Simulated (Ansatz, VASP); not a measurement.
## One calculation of FeCuSO, two programs

```
CELL_PARAMETERS angstrom
3.78639 0.00000 0.00000
0.00000 3.78639 0.00000
0.00000 0.00000 8.56467
ATOMIC_POSITIONS crystal
Cu 0.75000 0.25000 0.50000
Cu 0.25000 0.75000 0.50000
S 0.25000 0.25000 0.34420
S 0.75000 0.75000 0.65580
Fe 0.25000 0.75000 0.00000
Fe 0.75000 0.25000 0.00000
O 0.25000 0.25000 0.92560
O 0.75000 0.75000 0.07440
```

Alike in both runs: task single point; functional PBE; k mesh 5 × 5 × 2; no spin polarisation.

```csv
,VASP,Ansatz
version,VASP 6.6.1,Ansatz 0.2.0
potentials or method,"VASP PAW PBE potentials, release 64 (Cu_sv_GW, S, Fe_sv, O), cutoff 700 eV",PAW plane waves
occupations,"fermi-dirac, width 0.1 eV",fermi-dirac
valence electrons in the cell,94,94
```

```tsv
	VASP	Ansatz	Ansatz less VASP
gap on the k mesh at the Fermi level (eV)	none	none	-
pressure (GPa)	-9.3	-8.1	+1.21
traceless stress, the component that is largest in VASP (GPa)	5.17	5.12	-0.049
rms of the force components (eV/Å)	0.247	0.242	-0.0046
```

Atom by atom the forces differ by 0.009 eV/Å (rms over components). A gap of «none» marks a metal or a gap that the smearing closes.

The k mesh is coarse, so the values compare programs but aren't converged.
